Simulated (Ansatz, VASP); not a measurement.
# Mo in VASP and in Ansatz

```
CELL_PARAMETERS angstrom
0.00000 2.07972 2.07972
2.07972 0.00000 2.07972
2.07972 2.07972 0.00000
ATOMIC_POSITIONS crystal
Mo 0.00000 0.00000 0.00000
```

Alike in both runs: task single point; functional PBE; k mesh 18 × 18 × 18; occupations gaussian, width 0.1 eV; no spin polarisation.

|  | VASP | Ansatz |
| --- | --- | --- |
| version | VASP 6.6.1 | Ansatz 0.2.0 |
| potentials or method | VASP PAW PBE potentials, release 64 (Mo_sv), cutoff 520 eV | scalar-relativistic, plane waves, PAW |
| valence electrons in the cell | 14 | 14 |

VASP gave:

| Property | Result |
| --- | --- |
| gap on the k mesh at the Fermi level (eV) | none |
| pressure (GPa) | -21.5 |

**Question.** What did Ansatz give for the same quantities?

**Answer.** gap on the k mesh at the Fermi level (eV): none; pressure (GPa): -21.8.

A gap of «none» marks a metal or a gap that the smearing closes.
